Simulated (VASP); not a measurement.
Input of a VASP 6.6.1 run:

The input INCAR:

```
SYSTEM = SiNi3
  ALGO = Fast
  EDIFF = 1E-6
  ENCUT = 520
  GGA = PE
  ISIF = 2
  ISMEAR = 0
  LASPH = .TRUE.
  LCHARG = .FALSE.
  LREAL = .FALSE.
  LWAVE = .FALSE.
  NBANDS = 44
  NELM = 100
  PREC = Accurate
  SIGMA = 0.15
```

Contents of KPOINTS:

```
k-points
0
G
  14 14 8
  0 0 0
```

The input POSCAR:

```
SiNi3
1.0
    3.5062596409      0.0000000000      0.0000000000
    0.0000000000      3.5062596409      0.0000000000
    0.0000000000      0.0000000000      7.0125192817
Si Ni
2 6
Direct
    0.0000000000      0.0000000000      0.0000000000
    0.0000000000      0.0000000000      0.5000000000
    0.0000000000      0.5000000000      0.2585561262
    0.0000000000      0.5000000000      0.7585561262
    0.5000000000      0.0000000000      0.2414438738
    0.5000000000      0.0000000000      0.7414438738
    0.5000000000      0.5000000000      0.0000000000
    0.5000000000      0.5000000000      0.5000000000
```

Potentials or basis: VASP PAW PBE potentials, release 64 (Si, Ni).

Launch:

```sh
$ cat potpaw_PBE.64/Si/POTCAR potpaw_PBE.64/Ni/POTCAR > POTCAR
$ mpirun -np 1 vasp_std > vasp.out
```

Problem. Estimate the pressure.

Solution. 0.6 GPa.

Problem. Estimate the largest force.

Solution. 0.486 eV/Å.

Problem. Estimate the band gap on the k mesh.

Solution. Zero (bands 34 and 35 overlap by 0.25 eV).

Forces in eV/Å, atoms in the order of the input:
```
Si   0.000  0.000  0.000
Si   0.000  0.000  0.000
Ni   0.000  0.000 -0.486
Ni   0.000  0.000 -0.486
Ni   0.000  0.000  0.486
Ni   0.000  0.000  0.486
Ni   0.000  0.000  0.000
Ni   0.000  0.000  0.000
```

Caveat: the cell differs from its parent crystal (atoms displaced along a vibrational mode). Spin polarisation is off, so any magnetic state and its effect on volume and gap are missing.
